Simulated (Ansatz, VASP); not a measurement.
Si4Mo3: VASP beside Ansatz

```
CELL_PARAMETERS angstrom
-1.59956 1.59956 9.50869
1.59956 -1.59956 9.50869
1.59956 1.59956 -9.50869
ATOMIC_POSITIONS crystal
Si 0.43121 0.43121 0.00000
Si 0.56879 0.56879 0.00000
Si 0.85865 0.85865 0.00000
Si 0.14135 0.14135 0.00000
Mo 0.00000 0.00000 0.00000
Mo 0.29401 0.29401 0.00000
Mo 0.70599 0.70599 0.00000
```

Alike in both runs: functional PBE; k mesh 7 × 7 × 7; occupations gaussian, width 0.2 eV; no spin polarisation.

Ansatz relaxed the structure, and its values are those at the end. VASP's run is a single point on that final structure, the one shown.

```csv
,VASP,Ansatz
version,VASP 6.6.1,Ansatz 0.2.0
potentials or method,"VASP PAW PBE potentials, release 64 (Si, Mo_sv), cutoff 520 eV","scalar-relativistic, plane waves, PAW"
valence electrons in the cell,58,58
```

VASP gave:

* gap on the k mesh at the Fermi level (eV): none
* pressure (GPa): 0.2
* rms of the force components (eV/Å): 0.012

Q: What did Ansatz give for the same quantities?

A: gap on the k mesh at the Fermi level (eV): none; pressure (GPa): 0.0; rms of the force components (eV/Å): 0.010.

A gap of «none» marks a metal or a gap that the smearing closes. The functional is the same, so the differences come from potentials, cutoffs and numerics.

The k mesh is coarse, so the values compare programs but aren't converged.
